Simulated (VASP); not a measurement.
Here is a VASP 6.6.1 calculation.

The input INCAR:

```
  ALGO = Normal
  EDIFF = 1E-6
  ENCUT = 600
  GGA = PE
  GGA_COMPAT = False
  ISIF = 2
  ISMEAR = 0
  LASPH = True
  LCHARG = False
  LREAL = False
  LWAVE = False
  NBANDS = 21
  NELM = 120
  PREC = Accurate
  SIGMA = 0.15
```

The input KPOINTS:

```
k-points
0
Gamma
  3 3 3
```

File POSCAR:

```
Be3TeSe2
1.0
    6.2102156540      0.0000000031      0.0000000000
   -3.1051078297      5.3782045177      0.0000000000
    0.0000000000      0.0000000000      3.1865125023
Be Te Se
3 1 2
Direct
    0.5000000000      0.0000000000      0.5000000000
    0.5000000000      0.5000000000      0.5000000000
    0.0000000000      0.5000000000      0.5000000000
    0.0000000000      0.0000000000      0.0000000000
    0.3333333333      0.6666666667      0.0000000000
    0.6666666667      0.3333333333      0.0000000000
```

Potentials or basis: VASP PAW PBE potentials, release 64 (Be, Te, Se).

Launch:

```sh
$ cat potpaw_PBE.64/Be/POTCAR potpaw_PBE.64/Te/POTCAR potpaw_PBE.64/Se/POTCAR > POTCAR
$ mpirun -np 1 vasp_std > vasp.out
```

(1) What does it give for the band gap on the k mesh?

(2) What does it give for the pressure?

Answers

(1) zero (band 12 reaches 7.54 eV, above the bottom of band 13 at 5.96 eV).

(2) 0.1 GPa.

Caveat: the k points lie up to 0.66 Å⁻¹ apart; spin-orbit coupling is left out, which moves the levels of the heavy elements.
